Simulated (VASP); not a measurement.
Write the native input for VASP 6.6.1 that does the following.

```
Task                   : single point
Functional             : PBE
Potentials or basis    : VASP PAW PBE potentials, release 64 (Ir)
Cutoff                 : 520 eV
k mesh                 : 19 × 19 × 19
Occupations            : fermi-dirac, width 0.08 eV
Spin                   : no spin polarisation
Dipole correction      : no
Further INCAR settings : ALGO = Normal; EDIFF = 1e-07; NBANDS = 10
```

The structure of Ir lies in POSCAR:

```
Ir
1.0
   -1.5555274233      1.5555274233      1.5555274233
    1.5555274233     -1.5555274233      1.5555274233
    1.5555274233      1.5555274233     -1.5555274233
Ir
1
Direct
    0.0000000000      0.0000000000      0.0000000000
```

This isn't the form of Ir at room conditions, which is fcc.

The input as run:

INCAR

```
PREC = Accurate ; ENCUT = 520
EDIFF = 1E-7 ; ISMEAR = -1
SIGMA = 0.08 ; LREAL = F
LASPH = T ; NELM = 100
ALGO = Normal ; ISIF = 2
LWAVE = F ; LCHARG = F
GGA = PE ; NBANDS = 10
```

KPOINTS

```
regular mesh
0
Gamma
  19 19 19
```

Potentials or basis: VASP PAW PBE potentials, release 64 (Ir).

Command:

```console
$ cat potpaw_PBE.64/Ir/POTCAR > POTCAR
$ mpirun -np 1 vasp_std > vasp.out
```

It gave:

* Pressure: 0.4 GPa
* Band gap on the k mesh: zero (an odd number of electrons rules out a gap without spin polarisation)

Caveat: spin-orbit coupling is left out, which moves the levels of the heavy elements.

It took 40 s on 1 thread of Intel Xeon 8259CL, on a shared host, peak memory 0.15 GiB.
